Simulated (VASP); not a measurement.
# Rb (I4/mmm) in VASP: further runs, part 2 of 2

VASP 6.6.1. The steps go on from the part before.

## Step 3: Single point, PBEsol (strain +0.0175 x Voigt [1, 0, 0, 0, 0, 0])

INCAR reads:

```
ALGO = Fast
EDIFF = 1E-6
ENCUT = 520
GGA = PS
ISIF = 2
ISMEAR = 0
LASPH = True
LCHARG = False
LREAL = False
LWAVE = False
NBANDS = 10
NELM = 60
PREC = Accurate
SIGMA = 0.15
```

KPOINTS reads:

```
k-points
0
Gamma
  12 12 12
```

POSCAR reads:

```
Rb
1.0
   -2.8551050000      2.8060000000      2.8060000000
    2.8551050000     -2.8060000000      2.8060000000
    2.8551050000      2.8060000000     -2.8060000000
Rb
1
Direct
    0.0000000000      0.0000000000      0.0000000000
```

Potentials or basis: VASP PAW PBE potentials, release 64 (Rb_sv).

The run is started by

```bash
$ cat potpaw_PBE.64/Rb_sv/POTCAR > POTCAR
$ mpirun -np 1 vasp_std > vasp.out
```

OUTCAR:

```text
EDIFF = 1E-6
   ENCUT = 520
   GGA = PS
   ISIF = 2
   ISMEAR = 0
   LASPH = True
   LREAL = False
   NELM = 60
   PREC = Accurate

 ion  position               nearest neighbor table
   1  0.000  0.000  0.000-

  LATTYP: Found a body centered tetragonal cell.
 ALAT       =     5.6120000000
 C/A-ratio  =     1.0175000000

  Lattice vectors:

 A1 = (  -2.8551050000,   2.8060000000,  -2.8060000000)
 A2 = (  -2.8551050000,  -2.8060000000,   2.8060000000)
 A3 = (   2.8551050000,   2.8060000000,   2.8060000000)

Analysis of symmetry for initial positions (statically):
=====================================================================
 Subroutine PRICEL returns:
 Original cell was already a primitive cell.

 Routine SETGRP: Setting up the symmetry group for a
 body centered tetragonal supercell.

 Subroutine GETGRP returns: Found 16 space group operations
 (whereof 16 operations were pure point group operations)
 out of a pool of 16 trial point group operations.

The static configuration has the point symmetry D_4h.

Analysis of symmetry for dynamics (positions and initial velocities):
=====================================================================
 Subroutine PRICEL returns:
 Original cell was already a primitive cell.

 Routine SETGRP: Setting up the symmetry group for a
 body centered tetragonal supercell.

 Subroutine GETGRP returns: Found 16 space group operations
 (whereof 16 operations were pure point group operations)
 out of a pool of 16 trial point group operations.

The dynamic configuration has the point symmetry D_4h.

 Subroutine INISYM returns: Found 16 space group operations
 (whereof 16 operations are pure point group operations),
 and found     1 'primitive' translations

----------------------------------------------------------------------------------------

                                     Primitive cell

  volume of cell :      89.9202

  direct lattice vectors                    reciprocal lattice vectors
    -2.855105000  2.806000000  2.806000000     0.000000000  0.178189594  0.178189594
     2.855105000 -2.806000000  2.806000000     0.175124908  0.000000000  0.178189594
     2.855105000  2.806000000 -2.806000000     0.175124908  0.178189594  0.000000000

  length of vectors
     4.888649769  4.888649769  4.888649769     0.251998140  0.249840478  0.249840478

  position of ions in fractional coordinates (direct lattice)
     0.000000000  0.000000000  0.000000000

  ion indices of the primitive-cell ions
   primitive index   ion index
                 1           1

----------------------------------------------------------------------------------------

 KPOINTS: k-points

Automatic generation of k-mesh.
 Grid dimensions read from file:
 generate k-points for:   12   12   12

 Generating k-lattice:

  Cartesian coordinates                     Fractional coordinates (reciprocal lattice)
     0.000000000  0.014849133  0.014849133     0.083333333  0.000000000  0.000000000
     0.014593742  0.000000000  0.014849133     0.000000000  0.083333333 -0.000000000
     0.014593742  0.014849133  0.000000000     0.000000000 -0.000000000  0.083333333

  Length of vectors
     0.020999845  0.020820040  0.020820040

  Shift w.r.t. Gamma in fractional coordinates (k-lattice)
     0.000000000  0.000000000  0.000000000

 Subroutine IBZKPT returns following result:
 ===========================================

 Found    163 irreducible k-points:

 Following reciprocal coordinates:
            Coordinates               Weight
  0.000000  0.000000  0.000000      1.000000
  0.083333  0.000000  0.000000      4.000000
  0.166667  0.000000  0.000000      4.000000
  0.250000  0.000000  0.000000      4.000000
  0.333333  0.000000  0.000000      4.000000
  0.416667  0.000000  0.000000      4.000000
[... 16 lines left out ...]
  0.166667  0.250000  0.000000     16.000000
  0.250000  0.250000  0.000000     16.000000
 [... further k-points ...]
   k-points           NKPTS =    163   k-points in BZ     NKDIM =    163   number of bands    NBANDS=     10
   number of dos      NEDOS =    301   number of ions     NIONS =      1
   total plane-waves  NPLWV =  46656
   dimension x,y,z NGX =    36 NGY =   36 NGZ =   36
   dimension x,y,z NGXF=    72 NGYF=   72 NGZF=   72
   ions per type =               1
   NGX,Y,Z   is equivalent  to a cutoff of  12.24, 12.24, 12.24 a.u.
   NGXF,Y,Z  is equivalent  to a cutoff of  24.48, 24.48, 24.48 a.u.
 SYSTEM =  unknown system
   PREC   = accura    normal or accurate (medium, high low for compatibility)
   ISTART =      0    job   : 0-new  1-cont  2-samecut
   ICHARG =      2    charge: 1-file 2-atom 10-const
   ISPIN  =      1    spin polarized calculation?
   LNONCOLLINEAR =      F non collinear calculations
   LSORBIT =      F    spin-orbit coupling
   LASPH  =      T    aspherical Exc in radial PAW
   ENCUT  =  520.0 eV  38.22 Ry    6.18 a.u.   9.09  9.09  9.09*2*pi/ulx,y,z
   NELM   =     60;   NELMIN=  2; NELMDL= -5     # of ELM steps
   EDIFF  = 0.1E-05   stopping-criterion for ELM
   LREAL  =      F    real-space projection
   EDIFFG = 0.1E-04   stopping-criterion for IOM
   NSW    =      0    number of steps for IOM
   IBRION =     -1    ionic relax: 0-MD 1-quasi-New 2-CG
   NFREE  =      0    steps in history (QN), initial steepest desc. (CG)
   ISIF   =      2    stress and relaxation
   ISYM   =      2    0-nonsym 1-usesym 2-fastsym
   POTIM  = 0.5000    time-step for ionic-motion
   TEBEG  =    0.0;   TEEND  =   0.0 temperature during run
   PSTRESS=    0.0 pullay stress
   NELECT =       9.0000    total number of electrons
   NUPDOWN=      -1.0000    fix difference up-down
   EMIN   =  10.00;   EMAX   =-10.00  energy-range for DOS
   EFERMI =   0.00;   METHOD = LEGACY
   ISMEAR =     0;   SIGMA  =   0.15  broadening in eV -4-tet -1-fermi 0-gaus
   EFERMI_NEDOS =   21; number of points for ismear=-14 and -15
   IALGO  =     68    algorithm
   IMIX   =      4    mixing-type and parameters
     AMIX     =   0.40;   BMIX     =  1.00
     AMIX_MAG =   1.60;   BMIX_MAG =  1.00
  volume/ion in A,a.u.               =      89.92       606.81
  Fermi-wavevector in a.u.,A,eV,Ry     =   0.760098  1.436378  7.860762  0.577750
  Thomas-Fermi vector in A             =   1.859040
   LORBIT       =      0    0 simple, 1 ext, 2 COOP (PROOUT), +10 PAW based schemes
   GGA     = PS    functional components
   LHFCALC =     F    Hartree Fock is set to
   AEXX    =    0.0000 exact exchange contribution
   IVDW    =     0    specifies the selected vdW correction
   LEPSILON=     F    determine dielectric tensor
   LRPA    =     F    only Hartree local field effects (RPA)
 non-spin polarized calculation
 RMM-DIIS sequential band-by-band and
 Gauss-broadening in eV      SIGMA  =   0.15
  energy-cutoff  :      520.00
  volume of cell :       89.92
 maximum number of plane-waves:      2446
   NGX = 19   NGY = 19   NGZ = 19

 number of electron       9.0000000 magnetization

 Free energy of the ion-electron system (eV)
  ---------------------------------------------------
  ext. energy  EPLUGINS =         0.00000000
  ---------------------------------------------------
  free energy    TOTEN  =        -1.02795286 eV

  energy without entropy =       -1.01672903  energy(sigma->0) =       -1.02234095

 E-fermi :  -0.0337     XC(G=0):  -5.5506

 val. band max:       -0.0366503667   @ k =   0.4167  -0.3333   0.1667
 cond. band min:      -0.0328983162   @ k =   0.4167  -0.2500   0.1667
 fundamental gap:      0.0037520504
 Fermi energy:        -0.0336529743

 k-point     1 :       0.0000    0.0000    0.0000
  band No.  band energies     occupation
      1     -28.8780      2.00000
      2     -12.9237      2.00000
      3     -12.9237      2.00000
      4     -12.9236      2.00000
      5      -2.0183      2.00000
      6       3.6361      0.00000
      7       3.6361      0.00000
      8       3.7239      0.00000
      9       4.5567      0.00000
     10       4.6801      0.00000

 k-point     2 :       0.0833    0.0000    0.0000
  band No.  band energies     occupation
      1     -28.8777      2.00000
      2     -12.9306      2.00000
      3     -12.9260      2.00000
      4     -12.9238      2.00000
      5      -1.9342      2.00000
      6       3.5135      0.00000
      7       3.5914      0.00000
      8       3.7122      0.00000
      9       4.4946      0.00000
     10       4.5281      0.00000
[... 274 lines left out ...]
 k-point    24 :       0.2500    0.2500    0.0000
  band No.  band energies     occupation
      1     -28.8735      2.00000
      2     -13.0059      2.00000
      3     -12.9657      2.00000
      4     -12.9344      2.00000
      5      -0.0384      1.03604
      6       1.5623      0.00000
      7       1.9852      0.00000
      8       4.1920      0.00000
      9       4.4322      0.00000
     10       5.2746      0.00000

 [... further k-points ...]
[... 5 lines left out ...]
  --------------------------------------------------------------------------------------
  -------------------------------------------------------------------------------------
  Total       -0.0614770     -0.0595555     -0.0595555      0.0000000      0.0000000     -0.0000000
  in kB       -1.0953828     -1.0611453     -1.0611453      0.0000000      0.0000000     -0.0000000
  external PRESSURE =      -1.0725578 kB  Pullay stress =       0.0000000 kB

 VOLUME and BASIS-vectors are now :
 -----------------------------------------------------------------------------
  energy-cutoff  :      520.00
  volume of cell :       89.92
      direct lattice vectors                 reciprocal lattice vectors
    -2.855105000  2.806000000  2.806000000     0.000000000  0.178189594  0.178189594
     2.855105000 -2.806000000  2.806000000     0.175124908  0.000000000  0.178189594
     2.855105000  2.806000000 -2.806000000     0.175124908  0.178189594  0.000000000

 POSITION                                       TOTAL-FORCE (eV/Angst)
 -----------------------------------------------------------------------------------
      0.00000      0.00000      0.00000         0.000000      0.000000      0.000000
 -----------------------------------------------------------------------------------
    total drift:                               -0.000000      0.000000      0.000000

  FREE ENERGIE OF THE ION-ELECTRON SYSTEM (eV)
  ---------------------------------------------------
  free  energy   TOTEN  =        -1.0279528641 eV

  energy  without entropy=       -1.0167290286  energy(sigma->0) =       -1.02234095
```

OSZICAR:

```text
N       E                     dE             d eps       ncg     rms          rms(c)
DAV:   1     0.433831209664E+02    0.43383E+02   -0.33177E+03  3260   0.656E+02
DAV:   2     0.178545433365E+01   -0.41598E+02   -0.40463E+02  3650   0.125E+02
DAV:   3    -0.912163444958E+00   -0.26976E+01   -0.26909E+01  4318   0.327E+01
DAV:   4    -0.102597348503E+01   -0.11381E+00   -0.11363E+00  4664   0.576E+00
DAV:   5    -0.102787069648E+01   -0.18972E-02   -0.18968E-02  4360   0.670E-01    0.113E+00
RMM:   6    -0.102751928327E+01    0.35141E-03   -0.16193E-03  3820   0.252E-01    0.692E-01
RMM:   7    -0.102786997627E+01   -0.35069E-03   -0.38477E-03  4065   0.372E-01    0.504E-02
RMM:   8    -0.102794664935E+01   -0.76673E-04   -0.21301E-04  4851   0.952E-02    0.774E-03
RMM:   9    -0.102795143184E+01   -0.47825E-05   -0.55265E-05  5444   0.347E-02    0.620E-03
RMM:  10    -0.102795269666E+01   -0.12648E-05   -0.88737E-06  5214   0.155E-02    0.387E-03
RMM:  11    -0.102795286406E+01   -0.16740E-06   -0.35930E-06  4424   0.822E-03
   1 F= -.10279529E+01 E0= -.10223409E+01  d E =-.112238E-01
```

Run time: 77 s. Hardware: 1 thread of Intel Xeon Platinum 8488C (Sapphire Rapids), shared host; peak memory 0.29 GiB.

Results:

| Property | Result |
| --- | --- |
| Free energy | -1.0280 eV |
| Pressure | -0.1 GPa |

Caveat: the cell differs from its parent crystal (strain +0.0175 x Voigt [1, 0, 0, 0, 0, 0]); the PAW data sets were made with another functional, which shifts forces and pressure a little.

## Step 4: Single point, PBEsol (strain +0.0200 x Voigt [1, 0, 0, 0, 0, 0])

INCAR reads:

```
ALGO = Fast
EDIFF = 1E-7
ENCUT = 520
GGA = PS
ISIF = 2
ISMEAR = 0
LASPH = True
LCHARG = False
LREAL = False
LWAVE = False
NBANDS = 10
NELM = 100
PREC = Accurate
SIGMA = 0.15
```

KPOINTS is that of step 3.

POSCAR reads:

```
Rb
1.0
   -2.8621200000      2.8060000000      2.8060000000
    2.8621200000     -2.8060000000      2.8060000000
    2.8621200000      2.8060000000     -2.8060000000
Rb
1
Direct
    0.0000000000      0.0000000000      0.0000000000
```

The run is started by

```bash
$ cat potpaw_PBE.64/Rb_sv/POTCAR > POTCAR
$ mpirun -np 1 vasp_std > vasp.out
```

Run time: 1.9 min. Hardware: 1 thread of Intel Xeon Platinum 8488C (Sapphire Rapids), shared host; peak memory 0.29 GiB.

The run converged. Its results:

- Free energy: -1.0278 eV
- Pressure: -0.1 GPa

Levels at points of the mesh, in eV from the Fermi level:
| k point | band 2 | band 3 | band 4 | band 5 | band 6 | band 7 | band 8 | band 9 |
| --- | --- | --- | --- | --- | --- | --- | --- | --- |
| (0.00, 0.00, 0.00) | -12.89 | -12.89 | -12.89 | -1.98 | 3.66 | 3.66 | 3.76 | 4.58 |
| (0.50, 0.00, 0.00) | -12.99 | -12.93 | -12.89 | 0.27 | 0.82 | 2.52 | 4.33 | 5.14 |
| (0.00, 0.50, 0.00) | -12.99 | -12.92 | -12.89 | 0.23 | 0.78 | 2.63 | 4.26 | 5.23 |
| (0.50, 0.50, 0.50) | -12.97 | -12.96 | -12.96 | 1.24 | 1.29 | 3.14 | 3.34 | 3.34 |

Caveat: the cell differs from its parent crystal (strain +0.0200 x Voigt [1, 0, 0, 0, 0, 0]); the PAW data sets were made with another functional, which shifts forces and pressure a little.

## Step 5: The runs side by side

```csv
cell,further INCAR settings,gap on the mesh (eV),pressure (GPa)
"a = 4.885 Å, angles 108.7, 109.9, 109.9°, 1 atom",ALGO = Fast; EDIFF = 1e-06; NBANDS = 10,none,-0.1
"a = 4.889 Å, angles 108.5, 109.9, 109.9°, 1 atom",ALGO = Fast; EDIFF = 1e-06; NBANDS = 10,none,-0.1
"a = 4.893 Å, angles 108.4, 110.0, 110.0°, 1 atom",ALGO = Fast; EDIFF = 1e-07; NBANDS = 10,none,-0.1
```

Alike in all rows: task single point; level PBEsol; potentials or basis VASP PAW PBE potentials, release 64 (Rb_sv); no spin polarisation; k mesh 12 × 12 × 12; cutoff (eV) 520; smearing gaussian 0.15 eV.

Caveats: the PAW data sets were made with another functional, which shifts forces and pressure a little.

Total energies depend on the potentials used, so only differences within one code and one set of settings carry meaning.
